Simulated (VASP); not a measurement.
Crystal: LiF.

```
Li F
1.0
     3.12450    0.00000    0.00000
    -1.56225    2.70590    0.00000
     0.00000    0.00000    4.90431
Li F
2 2
Direct
  0.33333 0.66667 0.99411
  0.66667 0.33333 0.49411
  0.33333 0.66667 0.38089
  0.66667 0.33333 0.88089
```

```yaml
Program: VASP 6.6.1
Task: relaxation of cell and atoms
Functional: r2SCAN
Potentials_or_basis: VASP PAW PBE potentials, release 64 (Li_sv, F)
Cutoff: 600 eV
k_mesh: 12 × 12 × 6
Occupations: fermi-dirac, width 0.02 eV
Spin: no spin polarisation
```

At the start: pressure -3.4 GPa; volume 10.37 Å³/atom.

Q: Where does the relaxation end?

A: Over 6 steps the energy falls by 6.6 meV/atom and the volume is 9.75 Å³/atom (-5.9 %); space group P6_3mc (No. 186, to 0.1 Å) before and after.

Step by step:
| step | energy change (eV) | largest force (eV/Å) | pressure (GPa) | volume (Å³) |
| --- | --- | --- | --- | --- |
| 1 | 0.0000 | 0.0126 | -3.35 | 41.46 |
| 2 | -0.0204 | 0.0093 | -1.74 | 40.17 |
| 3 | -0.0261 | 0.0225 | 0.28 | 38.84 |
| 4 | -0.0263 | 0.0245 | -0.01 | 39.02 |
| 5 | -0.0264 | 0.0068 | 0.02 | 39.01 |
| 6 | -0.0264 | 0.0008 | 0.02 | 39.00 |

Final structure:
```cif
data_structure
_symmetry_space_group_name_H-M 'P 1'
_symmetry_Int_Tables_number 1
_cell_length_a 3.0628
_cell_length_b 3.0628
_cell_length_c 4.8009
_cell_angle_alpha 90.000
_cell_angle_beta 90.000
_cell_angle_gamma 120.000
_cell_volume 39.00
loop_
_atom_site_label
_atom_site_type_symbol
_atom_site_fract_x
_atom_site_fract_y
_atom_site_fract_z
_atom_site_occupancy
Li1 Li 0.33333 0.66667 0.99424 1
Li2 Li 0.66667 0.33333 0.49424 1
F1 F 0.33333 0.66667 0.38076 1
F2 F 0.66667 0.33333 0.88076 1
```

Caveat: the cutoff is under 1.25 times the usual one of these potentials, so pressure, stress and relaxed cells hold a basis-set (Pulay) error; the structure was generated, so it needn't be the stable form of LiF; the PAW data sets were made with another functional, which shifts forces and pressure a little.
